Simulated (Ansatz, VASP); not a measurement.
Two plane-wave programs on Gd

INCAR

```
SYSTEM = Gd
ALGO = Normal
EDIFF = 1E-6
ENCUT = 520
GGA = RE
ISIF = 2
ISMEAR = -1
ISPIN = 2
LASPH = .TRUE.
LCHARG = .TRUE.
LELF = .TRUE.
LMAXMIX = 6
LORBIT = 11
LREAL = .FALSE.
LVHAR = .TRUE.
LWAVE = .FALSE.
MAGMOM = 7.394 7.394
NBANDS = 29
NELM = 150
PREC = Accurate
SIGMA = 0.05
```

File KPOINTS:

```
k-points
0
G
  13 13 7
  0 0 0
```

File POSCAR:

```
Gd
1.0
    3.5379233579      0.0000000000      0.0000000000
   -1.7689616789      3.0639315045      0.0000000000
    0.0000000000      0.0000000000      5.6632843801
Gd
2
Direct
    0.3333333333      0.6666666667      0.2500000000
    0.6666666667      0.3333333333      0.7500000000
```

Input for Ansatz:

```yaml
crystal:
  lattice:
    - [3.5379233579, 0.0, 0.0]
    - [-1.7689616789, 3.0639315045, 0.0]
    - [0.0, 0.0, 5.6632843801]
  atoms:
    - { symbol: Gd, position: [0.3333333333, 0.6666666667, 0.25], spin: 7.394 }
    - { symbol: Gd, position: [0.6666666667, 0.3333333333, 0.75], spin: 7.394 }
hamiltonian:
  xc: revpbe
  pseudopotentials:
    kind: paw
    azcp:
      Gd: "pseudopotentials/Gd.paw.azcp"
basis:
  ecutwfc: 420
  fft_grid_basis: typed
kpoints:
  mp_grid: { grid: [13, 13, 7], shift: [0, 0, 0] }
magnetization:
  spin_polarized: true
scf:
  occupations: { method: fermi_dirac, width: 0.05 }
output:
  stress: true
```

Alike in both runs: task single point; functional revPBE; k mesh 13 × 13 × 7; occupations fermi-dirac, width 0.05 eV; collinear spin.

|  | VASP | Ansatz |
| --- | --- | --- |
| version | VASP 6.6.1 | Ansatz 0.2.0 |
| potentials or method | VASP PAW PBE potentials, release 64 (Gd), cutoff 520 eV | plane waves (420 eV) with PAW, scalar-relativistic |
| valence electrons in the cell | 36 | 36 |

Ansatz gave:

- pressure (GPa): 5.0
- net moment per atom (μB): 7.65
- size of the moment on the site where the two differ most (μB): 7.36

Q: Estimate VASP's values.

A: Pressure (GPa): 5.2; net moment per atom (μB): 7.66; size of the moment on the site where the two differ most (μB): 7.01.

VASP's potentials were made for PBE, not for revPBE. Site moments also hang on the region over which each program counts them.

Spin-orbit coupling is off throughout.
